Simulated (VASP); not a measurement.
A run of VASP 6.6.1 is set up as follows.

INCAR

```
SYSTEM = Zn
PREC = Accurate ; ENCUT = 520
EDIFF = 1E-7 ; ISMEAR = -1
SIGMA = 0.05 ; LREAL = .FALSE.
LASPH = .TRUE. ; NELM = 80
ALGO = Normal ; ISIF = 2
LWAVE = .FALSE. ; LCHARG = .FALSE.
GGA = PE ; NBANDS = 19
```

KPOINTS

```
regular mesh
0
G
  18 18 18
  0 0 0
```

File POSCAR:

```
Zn
1.0
   -2.2622729446      2.2622729446      1.1471950499
    2.2622729446     -2.2622729446      1.1471950499
    2.2622729446      2.2622729446     -1.1471950499
Zn
2
Direct
   -0.3750000000     -0.1250000000     -0.2500000000
    0.3750000000      0.1250000000      0.2500000000
```

Potentials or basis: VASP PAW PBE potentials, release 64 (Zn).

Command:

```sh
$ cat potpaw_PBE.64/Zn/POTCAR > POTCAR
$ mpirun -np 1 vasp_std > vasp.out
```

(1) Estimate the band gap on the k mesh.

(2) Predict the pressure.

Answers

(1) zero (band 12 reaches 10.22 eV, above the bottom of band 13 at 2.64 eV).

(2) 55.1 GPa.
